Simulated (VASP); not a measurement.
LuH2:

```
CELL_PARAMETERS angstrom
0.00000 2.51650 2.51650
2.51650 0.00000 2.51650
2.51650 2.51650 0.00000
ATOMIC_POSITIONS crystal
Lu 0.00000 0.00000 0.00000
H 0.25000 0.25000 0.25000
H 0.75000 0.75000 0.75000
```

| Quantity | Value |
| --- | --- |
| Program | VASP 6.6.1 |
| Task | relaxation of cell and atoms |
| Functional | PBEsol |
| Potentials or basis | VASP PAW PBE potentials, release 64 (Lu, H) |
| Cutoff | 600 eV |
| k mesh | 12 × 12 × 12 |
| Occupations | fermi-dirac, width 0.05 eV |
| Spin | no spin polarisation |

At the start: pressure -3.7 GPa; volume 10.62 Å³/atom.

Question: Where does the relaxation end?

Answer: Over 15 steps the energy falls by 5.0 meV/atom and the volume is 10.20 Å³/atom (-4.0 %); space group Fm-3m (No. 225, to 0.05 Å).

The path:
| step | energy change (eV) | largest force (eV/Å) | pressure (GPa) | volume (Å³) |
| --- | --- | --- | --- | --- |
| 1 | 0.0000 | 0.0000 | -3.67 | 31.87 |
| 2 | -0.0148 | 0.0000 | -0.45 | 30.76 |
| 3 | -0.0150 | 0.0000 | -0.07 | 30.63 |
| 4 | -0.0150 | 0.0000 | -0.07 | 30.61 |
| 5 | -0.0150 | 0.0000 | 0.13 | 30.56 |
| 6 | -0.0150 | 0.0000 | 0.14 | 30.58 |
| 7 | -0.0150 | 0.0000 | 0.04 | 30.62 |
| 8 | -0.0150 | 0.0000 | -0.06 | 30.64 |
| 9 | -0.0150 | 0.0000 | -0.11 | 30.63 |
| 10 | -0.0150 | 0.0000 | -0.17 | 30.62 |
| 11 | -0.0150 | 0.0000 | -0.04 | 30.62 |
| 12 | -0.0150 | 0.0000 | -0.05 | 30.61 |
| 13 | -0.0150 | 0.0000 | 0.09 | 30.57 |
| 14 | -0.0150 | 0.0000 | 0.09 | 30.60 |
| 15 | -0.0150 | 0.0000 | 0.03 | 30.61 |

Final structure:
```
CELL_PARAMETERS angstrom
0.00000 2.48270 2.48270
2.48270 0.00000 2.48270
2.48270 2.48270 0.00000
ATOMIC_POSITIONS crystal
Lu 0.00000 0.00000 0.00000
H 0.25000 0.25000 0.25000
H 0.75000 0.75000 0.75000
```

Caveat: the PAW data sets were made with another functional, which shifts forces and pressure a little.
